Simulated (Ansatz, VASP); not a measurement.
**Two plane-wave programs on Al**

```
CELL_PARAMETERS angstrom
0.00000 2.45638 2.45662
1.40947 0.00000 2.45662
1.40947 2.45638 0.00000
ATOMIC_POSITIONS crystal
Al 0.00000 0.00000 0.00000
```

Alike in both runs: functional PBE; k mesh 24 × 24 × 24; occupations gaussian, width 0.1 eV; no spin polarisation.

Ansatz relaxed the structure, and its values are those at the end. VASP's run is a single point on that final structure, the one shown.

|  | VASP | Ansatz |
| --- | --- | --- |
| version | VASP 6.6.1 | Ansatz 0.2.0 |
| potentials or method | VASP PAW PBE potentials, release 64 (Al), cutoff 520 eV | scalar-relativistic, plane waves, PAW |
| valence electrons in the cell | 3 | 3 |

|  | VASP | Ansatz | Ansatz less VASP |
| --- | --- | --- | --- |
| gap on the k mesh at the Fermi level (eV) | none | none | - |
| pressure (GPa) | 0.0 | 0.0 | +0.03 |

A gap of «none» marks a metal or a gap that the smearing closes. With one functional, cell and mesh, what is left measures potentials, basis and numerics.
